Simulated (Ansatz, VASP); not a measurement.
Two plane-wave programs on LiSi2B3

INCAR

```
SYSTEM = LiSi2B3
PREC     = Accurate       ! precision mode
ENCUT    = 750            ! plane-wave cutoff, eV
EDIFF    = 1E-7           ! SCF threshold, eV
ISMEAR   = 0              ! smearing method
SIGMA    = 0.1            ! smearing width, eV
LREAL    = .False.        ! projectors in reciprocal space
LASPH    = .True.         ! aspherical terms in the spheres
NELM     = 120            ! most SCF steps
ALGO     = Normal         ! electronic algorithm
ISIF     = 3              ! what is computed and relaxed
LWAVE    = .False.        ! write WAVECAR
LCHARG   = .False.        ! write CHGCAR
GGA      = PE             ! functional
IBRION   = 2              ! ionic algorithm
NSW      = 90             ! ionic steps
EDIFFG   = -0.04          ! ionic threshold
GGA_COMPAT= .False.      
NELMIN   = 4
```

The input KPOINTS:

```
regular mesh
0
Gamma
  6 6 4
  0 0 0
```

POSCAR

```
LiSi2B3
1.0
    4.0590885300      0.0000000000      0.0000000000
   -2.0295442600      3.5152737800      0.0000000000
    0.0000000000      0.0000000000      4.8705021900
Li Si B
1 2 3
Direct
    0.0000000000      0.0000000000      0.5000000000
    0.3333333300      0.6666666700      0.8448491600
    0.3333333300      0.6666666700      0.1551508400
    0.3333333300      0.6666666700      0.3948193000
    0.3333333300      0.6666666700      0.6051807000
    0.6666666700      0.3333333300      0.0000000000
```

Input for Ansatz:

```yaml
crystal:
  lattice:
    - [4.05908853, 0.0, 0.0]
    - [-2.02954426, 3.51527378, 0.0]
    - [0.0, 0.0, 4.87050219]
  atoms:
    - { symbol: Li, position: [0.0, 0.0, 0.5] }
    - { symbol: Si, position: [0.33333333, 0.66666667, 0.84484916] }
    - { symbol: Si, position: [0.33333333, 0.66666667, 0.15515084] }
    - { symbol: B, position: [0.33333333, 0.66666667, 0.3948193] }
    - { symbol: B, position: [0.33333333, 0.66666667, 0.6051807] }
    - { symbol: B, position: [0.66666667, 0.33333333, 0.0] }
basis:
  ecutwfc: 420
kpoints:
  mp_grid: { grid: [6, 6, 4] }
hamiltonian:
  xc: pbe
scf:
  occupations: { method: gaussian, width: 0.1 }
  lower_state_search: "off"
output:
  forces: true
  stress: true
  eigenvalues: true
relax:
  adjacent_minimum: "off"
  f_tol: 0.04
  max_steps: 70
  cell: { stress_tol: 0.4 }
```

Alike in both runs: task relaxation of cell and atoms; functional PBE; k mesh 6 × 6 × 4; occupations gaussian, width 0.1 eV; no spin polarisation.

|  | VASP | Ansatz |
| --- | --- | --- |
| version | VASP 6.6.1 | Ansatz 0.2.0 |
| potentials or method | VASP PAW PBE potentials, release 64 (Li_sv, Si, B), cutoff 750 eV | scalar-relativistic, plane waves, PAW |
| valence electrons in the cell | 20 | 20 |

```tsv
	VASP	Ansatz	Ansatz less VASP
gap on the k mesh at the Fermi level, each at its own relaxed structure (eV)	none	none	-
relaxed volume (Å³/atom)	12.45	12.50	+0.047
relaxed length of the cell vector where the two differ most in proportion (Å)	7.531	7.567	+0.0360
```

A gap of «none» marks a metal or a gap that the smearing closes.
